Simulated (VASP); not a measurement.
# Be in VASP: a series of runs

Be is run at these levels: PBEsol; tasks: single point.

Program: VASP 6.6.1. These are calculated values, not measurements. Logs are shortened: lines on timing, memory, paths and dates and some standing lists are left out, and cuts for length are marked.

### 1 The cell of the first run

It takes space group C2/m (No. 12, monoclinic). The conventional cell has a = 3.618 Å, b = 2.607 Å, c = 2.590 Å, α = 90.00°, β = 133.46°, γ = 90.00°. Within 2.9 Å of Be (site symmetry 2/m) lie 14 Be at 2.23 to 2.63 Å.

### 2 Single point, PBEsol (strained)

Contents of INCAR:

```
PREC     = Accurate       # precision mode
ENCUT    = 520            # plane-wave cutoff, eV
EDIFF    = 1E-6           # SCF threshold, eV
ISMEAR   = 0              # smearing method
SIGMA    = 0.1            # smearing width, eV
LREAL    = False          # projectors in reciprocal space
LASPH    = True           # aspherical terms in the spheres
NELM     = 100            # most SCF steps
ALGO     = Fast           # electronic algorithm
ISIF     = 2              # what is computed and relaxed
LWAVE    = False          # write WAVECAR
LCHARG   = True           # write CHGCAR
GGA      = PS             # functional
LELF     = True           # ELF
LVHAR    = True         
NBANDS   = 7              # bands
```

Contents of KPOINTS:

```
regular mesh
0
Gamma
  20 20 20
```

Contents of POSCAR:

```
Be
1.0
   -1.3034086951      1.2886970551      1.2695744294
    1.3034086951     -1.3388218932      1.3196992674
    1.3034086951      1.3388218932     -1.3196992674
Be
1
Direct
    0.0000000000      0.0000000000      0.0000000000
```

Potentials or basis: VASP PAW PBE potentials, release 64 (Be).

The run is started by

```bash
$ cat potpaw_PBE.64/Be/POTCAR > POTCAR
$ mpirun -np 1 vasp_std > vasp.out
```

OUTCAR:

```text
PREC = Accurate
   ENCUT = 520
   EDIFF = 1E-6
   ISMEAR = 0
   LREAL = False
   LASPH = True
   NELM = 100
   ISIF = 2
   GGA = PS

 ion  position               nearest neighbor table
   1  0.000  0.000  0.000-

  LATTYP: Found a base centered monoclinic cell.
 ALAT       =     3.6180433008
 B/A-ratio  =     0.7205047517
 C/A-ratio  =     0.7157898927
 COS(beta)  =    -0.6878822293

  Lattice vectors:

 A1 = (  -1.3034086951,  -1.2886970551,  -1.2695744294)
 A2 = (   1.3034086951,  -1.2886970551,  -1.2695744294)
 A3 = (   0.0000000000,  -0.0501248381,   2.5892736968)

Analysis of symmetry for initial positions (statically):
=====================================================================
 Subroutine PRICEL returns:
 Original cell was already a primitive cell.

 Routine SETGRP: Setting up the symmetry group for a
 base centered monoclinic supercell.

 Subroutine GETGRP returns: Found  4 space group operations
 (whereof  4 operations were pure point group operations)
 out of a pool of  4 trial point group operations.

The static configuration has the point symmetry C_2h.

Analysis of symmetry for dynamics (positions and initial velocities):
=====================================================================
 Subroutine PRICEL returns:
 Original cell was already a primitive cell.

 Routine SETGRP: Setting up the symmetry group for a
 base centered monoclinic supercell.

 Subroutine GETGRP returns: Found  4 space group operations
 (whereof  4 operations were pure point group operations)
 out of a pool of  4 trial point group operations.

The dynamic configuration has the point symmetry C_2h.

 Subroutine INISYM returns: Found  4 space group operations
 (whereof  4 operations are pure point group operations),
 and found     1 'primitive' translations

----------------------------------------------------------------------------------------

                                     Primitive cell

  volume of cell :       8.8643

  direct lattice vectors                    reciprocal lattice vectors
    -1.303408695  1.288697055  1.269574429     0.000000000  0.388098148  0.393721744
     1.303408695 -1.338821893  1.319699267     0.383609532  0.007370375  0.386351370
     1.303408695  1.338821893 -1.319699267     0.383609532  0.380727773  0.007370375

  length of vectors
     2.229671177  2.287558621  2.287558621     0.552844449  0.544497912  0.540522186

  position of ions in fractional coordinates (direct lattice)
     0.000000000  0.000000000  0.000000000

[... 73 lines left out ...]
   ENCUT  =  520.0 eV  38.22 Ry    6.18 a.u.   4.15  4.25  4.25*2*pi/ulx,y,z
   NELM   =    100;   NELMIN=  2; NELMDL= -5     # of ELM steps
   EDIFF  = 0.1E-05   stopping-criterion for ELM
   LREAL  =      F    real-space projection
   EDIFFG = 0.1E-04   stopping-criterion for IOM
   NSW    =      0    number of steps for IOM
   IBRION =     -1    ionic relax: 0-MD 1-quasi-New 2-CG
   NFREE  =      0    steps in history (QN), initial steepest desc. (CG)
   ISIF   =      2    stress and relaxation
   ISYM   =      2    0-nonsym 1-usesym 2-fastsym
   POTIM  = 0.5000    time-step for ionic-motion
   TEBEG  =    0.0;   TEEND  =   0.0 temperature during run
   PSTRESS=    0.0 pullay stress
   NELECT =       2.0000    total number of electrons
   NUPDOWN=      -1.0000    fix difference up-down
   EMIN   =  10.00;   EMAX   =-10.00  energy-range for DOS
   EFERMI =   0.00;   METHOD = LEGACY
   ISMEAR =     0;   SIGMA  =   0.10  broadening in eV -4-tet -1-fermi 0-gaus
   EFERMI_NEDOS =   21; number of points for ismear=-14 and -15
   IALGO  =     68    algorithm
   IMIX   =      4    mixing-type and parameters
     AMIX     =   0.40;   BMIX     =  1.00
     AMIX_MAG =   1.60;   BMIX_MAG =  1.00
  volume/ion in A,a.u.               =       8.86        59.82
  Fermi-wavevector in a.u.,A,eV,Ry     =   0.996637  1.883370 13.514456  0.993284
  Thomas-Fermi vector in A             =   2.128738
   LORBIT       =      0    0 simple, 1 ext, 2 COOP (PROOUT), +10 PAW based schemes
   GGA     = PS    functional components
   LHFCALC =     F    Hartree Fock is set to
   AEXX    =    0.0000 exact exchange contribution
   IVDW    =     0    specifies the selected vdW correction
   LEPSILON=     F    determine dielectric tensor
   LRPA    =     F    only Hartree local field effects (RPA)
 non-spin polarized calculation
 RMM-DIIS sequential band-by-band and
 Gauss-broadening in eV      SIGMA  =   0.10
  energy-cutoff  :      520.00
  volume of cell :        8.86
 maximum number of plane-waves:       247
 NGX is ok and might be reduce to    18
   NGX =  9   NGY =  9   NGZ =  9

 number of electron       2.0000000 magnetization

 Free energy of the ion-electron system (eV)
  ---------------------------------------------------
  ext. energy  EPLUGINS =         0.00000000
  ---------------------------------------------------
  free energy    TOTEN  =        -3.84683517 eV

  energy without entropy =       -3.84595743  energy(sigma->0) =       -3.84639630

 E-fermi :   6.8136     XC(G=0): -10.2447

 val. band max:        6.8066688881   @ k =  -0.0500   0.4000   0.3000
 cond. band min:       6.8183232327   @ k =   0.3000   0.3000   0.2500
 fundamental gap:      0.0116543446
 Fermi energy:         6.8136017832

 k-point     1 :       0.0000    0.0000    0.0000
  band No.  band energies     occupation
      1      -4.6056      2.00000
      2      23.9164      0.00000
      3      24.4770      0.00000
      4      24.9346      0.00000
      5      34.7718      0.00000
      6      35.0200      0.00000
      7      35.7765      0.00000
[... 221 lines left out ...]
 k-point    24 :      -0.4000    0.0500    0.0000
  band No.  band energies     occupation
      1       0.2264      2.00000
      2      10.9445      0.00000
      3      17.9487      0.00000
      4      20.6709      0.00000
      5      27.1349      0.00000
      6      30.1083      0.00000
      7      37.3495      0.00000

 [... further k-points ...]
[... 5 lines left out ...]
  --------------------------------------------------------------------------------------
  -------------------------------------------------------------------------------------
  Total       -0.7862308     -0.6997269     -0.6184644      0.0000000      0.2262368      0.0000000
  in kB     -142.1073832   -126.4722215   -111.7844154      0.0000000     40.8911876      0.0000000
  external PRESSURE =    -126.7880067 kB  Pullay stress =       0.0000000 kB

 VOLUME and BASIS-vectors are now :
 -----------------------------------------------------------------------------
  energy-cutoff  :      520.00
  volume of cell :        8.86
      direct lattice vectors                 reciprocal lattice vectors
    -1.303408695  1.288697055  1.269574429     0.000000000  0.388098148  0.393721744
     1.303408695 -1.338821893  1.319699267     0.383609532  0.007370375  0.386351370
     1.303408695  1.338821893 -1.319699267     0.383609532  0.380727773  0.007370375

 POSITION                                       TOTAL-FORCE (eV/Angst)
 -----------------------------------------------------------------------------------
      0.00000      0.00000      0.00000         0.000000     -0.000000      0.000000
 -----------------------------------------------------------------------------------
    total drift:                               -0.000000      0.000000     -0.000000

  FREE ENERGIE OF THE ION-ELECTRON SYSTEM (eV)
  ---------------------------------------------------
  free  energy   TOTEN  =        -3.8468351653 eV

  energy  without entropy=       -3.8459574299  energy(sigma->0) =       -3.84639630
```

OSZICAR:

```text
N       E                     dE             d eps       ncg     rms          rms(c)
DAV:   1    -0.268083976226E+01   -0.26808E+01   -0.10789E+03 31521   0.230E+02
DAV:   2    -0.385489156086E+01   -0.11741E+01   -0.11348E+01 41475   0.243E+01
DAV:   3    -0.385703037293E+01   -0.21388E-02   -0.21380E-02 33369   0.910E-01
DAV:   4    -0.385703078805E+01   -0.41512E-06   -0.41547E-06 44870   0.129E-02
DAV:   5    -0.385703078936E+01   -0.13136E-08   -0.73707E-10 33677   0.657E-05    0.726E-01
RMM:   6    -0.384996318101E+01    0.70676E-02   -0.21099E-04 29574   0.158E-01    0.441E-01
RMM:   7    -0.384683660489E+01    0.31266E-02   -0.31183E-04 30111   0.164E-01    0.148E-02
RMM:   8    -0.384683456046E+01    0.20444E-05   -0.14162E-05 32397   0.339E-02    0.277E-03
RMM:   9    -0.384683516532E+01   -0.60487E-06   -0.79018E-07 32276   0.681E-03
   1 F= -.38468352E+01 E0= -.38463963E+01  d E =-.877735E-03
```

stdout:

```text
POSCAR found type information on POSCAR Be
 POSCAR found :  1 types and       1 ions
 scaLAPACK will be used
 -----------------------------------------------------------------------------
|                                                                             |
|                                                                             |
|     You enforced a specific xc type in the INCAR file but a different       |
|     I HOPE YOU KNOW WHAT YOU ARE DOING!                                     |
|                                                                             |
 -----------------------------------------------------------------------------

 LDA part: xc-table for (Slater+PW92), standard interpolation
 POSCAR, INCAR and KPOINTS ok, starting setup
 FFT: planning ... GRIDC
 FFT: planning ... GRID_SOFT
 FFT: planning ... GRID
 WAVECAR not read
 entering main loop
```

Wall time 3 min (1 thread of AMD EPYC 7R13, shared host); peak memory 0.19 GiB.

What came out:

```yaml
Free_energy: -3.8468 eV
Pressure: -12.7 GPa
Band_gap_on_the_k_mesh: zero (band 1 reaches 10.16 eV, above the bottom of band 2 at 5.70 eV)
```

Caveat: the cell differs from its parent crystal (strained); the PAW data sets were made with another functional, which shifts forces and pressure a little.

### 3 Single point, PBEsol (the cell strained at random)

Contents of INCAR:

```
PREC = Accurate
ENCUT = 520
EDIFF = 1E-6
ISMEAR = 0
SIGMA = 0.1
LREAL = F
LASPH = T
NELM = 100
ALGO = Fast
ISIF = 2
LWAVE = F
LCHARG = F
GGA = PS
NBANDS = 7
```

Contents of KPOINTS:

```
Automatic mesh
0
Gamma
  20 20 20
```

Contents of POSCAR:

```
Be
1.0
   -1.2837973522      1.2858274081      1.2634842616
    1.2737473222     -1.2906393926      1.2582462160
    1.2761282520      1.2829702924     -1.2682962460
Be
1
Direct
    0.0000000000      0.0000000000      0.0000000000
```

Potentials or basis: VASP PAW PBE potentials, release 64 (Be).

The run is started by

```bash
$ cat potpaw_PBE.64/Be/POTCAR > POTCAR
$ mpirun -np 1 vasp_std > vasp.out
```

OUTCAR:

```text
PREC = Accurate
   ENCUT = 520
   EDIFF = 1E-6
   ISMEAR = 0
   LREAL = F
   LASPH = T
   NELM = 100
   ISIF = 2
   GGA = PS

 ion  position               nearest neighbor table
   1  0.000  0.000  0.000-

  LATTYP: Found a triclinic cell.
 ALAT       =     2.2071170840
 B/A-ratio  =     1.6184149970
 C/A-ratio  =     1.9257705771
 COS(alpha) =     0.0015840759
 COS(beta)  =     0.5284469033
 COS(gamma) =     0.8132426711

  Lattice vectors:

[... 192 lines left out ...]
      7      37.6194      0.00000
[... 221 lines left out ...]
 k-point    24 :      -0.4000    0.0500   -0.0000
  band No.  band energies     occupation
      1       0.3621      2.00000
      2      11.3026      0.00000
      3      19.5190      0.00000
      4      22.1445      0.00000
      5      28.8987      0.00000
      6      32.4562      0.00000
      7      40.4286      0.00000

 [... further k-points ...]
[... 5 lines left out ...]
  --------------------------------------------------------------------------------------
  -------------------------------------------------------------------------------------
  Total       -0.3637168     -0.4067761     -0.2930857      0.0519146      0.0364837      0.0740746
  in kB      -70.5616484    -78.9152170    -56.8591009     10.0715237      7.0778993     14.3705972
  external PRESSURE =     -68.7786554 kB  Pullay stress =       0.0000000 kB

 VOLUME and BASIS-vectors are now :
 -----------------------------------------------------------------------------
  energy-cutoff  :      520.00
  volume of cell :        8.26
      direct lattice vectors                 reciprocal lattice vectors
    -1.283797352  1.285827408  1.263484262     0.002739041  0.390039608  0.397308277
     1.273747322 -1.290639393  1.258246216     0.393750943  0.001921324  0.398125994
     1.276128252  1.282970292 -1.268296246     0.393359494  0.390465875  0.002312773

 POSITION                                       TOTAL-FORCE (eV/Angst)
 -----------------------------------------------------------------------------------
      0.00000      0.00000      0.00000         0.000000     -0.000000      0.000000
 -----------------------------------------------------------------------------------
    total drift:                                0.000000      0.000000     -0.000000

  FREE ENERGIE OF THE ION-ELECTRON SYSTEM (eV)
  ---------------------------------------------------
  free  energy   TOTEN  =        -3.8893048011 eV

  energy  without entropy=       -3.8885191081  energy(sigma->0) =       -3.88891195
```

stdout:

```text
POSCAR found type information on POSCAR Be
 POSCAR found :  1 types and       1 ions
 scaLAPACK will be used
 -----------------------------------------------------------------------------
|                                                                             |
|                                                                             |
|     You enforced a specific xc type in the INCAR file but a different       |
|     I HOPE YOU KNOW WHAT YOU ARE DOING!                                     |
|                                                                             |
 -----------------------------------------------------------------------------

 LDA part: xc-table for (Slater+PW92), standard interpolation
 POSCAR, INCAR and KPOINTS ok, starting setup
 FFT: planning ... GRIDC
 FFT: planning ... GRID_SOFT
 FFT: planning ... GRID
 WAVECAR not read
 entering main loop
```

It took 3.5 min on 1 thread of AMD EPYC 7R13, shared host; peak memory 0.28 GiB.

What came out:

| Item | Value |
| --- | --- |
| Free energy | -3.8893 eV |
| Pressure | -6.9 GPa |
| Band gap on the k mesh | zero (band 1 reaches 10.97 eV, above the bottom of band 2 at 6.25 eV) |

Caveat: the cell differs from its parent crystal (the cell strained at random); the PAW data sets were made with another functional, which shifts forces and pressure a little.
